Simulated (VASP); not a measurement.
Input of a VASP 6.6.1 run:

INCAR

```
SYSTEM = GaSb
ALGO = Normal ; EDIFF = 1E-6
EDIFFG = -0.001 ; ENCUT = 600
GGA = PS ; IBRION = 2
ISIF = 3 ; ISMEAR = -1
LASPH = .True. ; LCHARG = .False.
LREAL = .False. ; LWAVE = .False.
NELM = 80 ; NSW = 80
PREC = Accurate ; PSTRESS = 90.0
SIGMA = 0.15
```

KPOINTS

```
k-points
0
Gamma
  12 12 12
  0 0 0
```

POSCAR

```
GaSb
1.0
    0.0000000000      3.0562701464      3.0562701464
    3.0562701464      0.0000000000      3.0562701464
    3.0562701464      3.0562701464      0.0000000000
Ga Sb
1 1
Direct
    0.0000000000      0.0000000000      0.0000000000
    0.7500000000      0.7500000000      0.7500000000
```

Potentials or basis: VASP PAW PBE potentials, release 64 (Ga_d, Sb).

Run with:

```sh
$ cat potpaw_PBE.64/Ga_d/POTCAR potpaw_PBE.64/Sb/POTCAR > POTCAR
$ mpirun -np 1 vasp_std > vasp.out
```

Question: Predict the space group after relaxing (to 0.1 Å).

Answer: F-43m (No. 216).

Question: Estimate the relaxed cell.

Answer: a = 4.142 Å, b = 4.142 Å, c = 4.142 Å, α = 60.00°, β = 60.00°, γ = 60.00°.

Question: Estimate the relaxed volume.

Answer: 25.13 Å³/atom.

Final structure:
```
CELL_PARAMETERS angstrom
0.00000 2.92915 2.92915
2.92915 0.00000 2.92915
2.92915 2.92915 0.00000
ATOMIC_POSITIONS crystal
Ga 0.00000 0.00000 0.00000
Sb 0.75000 0.75000 0.75000
```

Caveat: the cell is relaxed towards a set pressure, so the run minimises the enthalpy, not the energy; the PAW data sets were made with another functional, which shifts forces and pressure a little.
